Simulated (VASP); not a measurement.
SnSe, 2 atoms in the cell. It takes space group I4/mmm (No. 139, tetragonal). Conventional cell: a = 4.257 Å, b = 4.257 Å, c = 5.960 Å, α = 90.00°, β = 90.00°, γ = 90.00°. Within 3.9 Å of Sn (site symmetry 4/mmm) lie 6 Se at 2.98 to 3.01 Å. Within 3.9 Å of Se (site symmetry 4/mmm) lie 6 Sn at 2.98 to 3.01 Å.  This cell differs from its parent crystal: zz strain of -1 %.

```yaml
Program: VASP 6.6.1
Task: electric field gradients
Functional: PBE
Potentials_or_basis: VASP PAW PBE potentials, release 64 (Sn_d, Se)
Cutoff: 520 eV
k_mesh: 9 × 9 × 9
Occupations: fermi-dirac, width 0.02 eV
Spin: no spin polarisation
Dipole_correction: no
Further_INCAR_settings: ALGO = Normal; EDIFF = 1e-08; NBANDS = 17
```

Potentials or basis: VASP PAW PBE potentials, release 64 (Sn_d, Se).

Command:

```console
$ cat potpaw_PBE.64/Sn_d/POTCAR potpaw_PBE.64/Se/POTCAR > POTCAR
$ mpirun -np 1 vasp_std > vasp.out
```

Hardware: 1 thread of AMD EPYC 9R45 96-Core Processor (Zen 5), with other jobs on the host.

**Question.** Estimate the wall time of this run.

**Answer.** Run time: 31 s on 1 thread of AMD EPYC 9R45 96-Core Processor (Zen 5), on a shared host, peak memory 0.19 GiB. Counts: scf iterations 16, k points 75.
